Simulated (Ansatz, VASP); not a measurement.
**Ti in VASP and in Ansatz**

The input INCAR:

```
PREC     = Accurate       # precision mode
ENCUT    = 500            # plane-wave cutoff, eV
EDIFF    = 1E-6           # SCF threshold, eV
ISMEAR   = 0              # smearing method
SIGMA    = 0.011          # smearing width, eV
LREAL    = F              # projectors in reciprocal space
LASPH    = T              # aspherical terms in the spheres
NELM     = 120            # most SCF steps
ALGO     = Normal         # electronic algorithm
ISIF     = 2              # what is computed and relaxed
LWAVE    = F              # write WAVECAR
LCHARG   = F              # write CHGCAR
GGA      = PE             # functional
NBANDS   = 12             # bands
GGA_COMPAT= F
```

Contents of KPOINTS:

```
regular mesh
0
Gamma
  11 11 11
```

Contents of POSCAR:

```
Ti
1.0
   -1.6410000000      1.6410000000      1.6410000000
    1.6410000000     -1.6410000000      1.6410000000
    1.6410000000      1.6410000000     -1.6410000000
Ti
1
Direct
    0.0000000000      0.0000000000      0.0000000000
```

Contents of input.yaml:

```yaml
crystal:
  lattice:
    - [-1.641, 1.641, 1.641]
    - [1.641, -1.641, 1.641]
    - [1.641, 1.641, -1.641]
  atoms:
    - { symbol: Ti, position: [0.0, 0.0, 0.0] }
kpoints:
  mp_grid: { grid: [11, 11, 11] }
scf:
  occupations: { method: gaussian, width: 0.011 }
hamiltonian:
  xc: pbe
  pseudopotentials: { kind: all_electron, lapw: { basis_error: 0.001 } }
output:
  forces: true
  stress: true
  eigenvalues: true
```

Alike in both runs: task single point; functional PBE; k mesh 11 × 11 × 11; occupations gaussian, width 0.011 eV; no spin polarisation.

|  | VASP | Ansatz |
| --- | --- | --- |
| version | VASP 6.6.1 | Ansatz 0.2.0 |
| potentials or method | VASP PAW PBE potentials, release 64 (Ti_sv), cutoff 500 eV | all-electron LAPW, scalar-relativistic |

```csv
,VASP,Ansatz,Ansatz less VASP
gap on the k mesh at the Fermi level (eV),none,none,-
pressure (GPa),-3.2,-2.9,+0.29
```

A gap of «none» marks a metal or a gap that the smearing closes. Ansatz ran all-electron here, and VASP with PAW potentials.
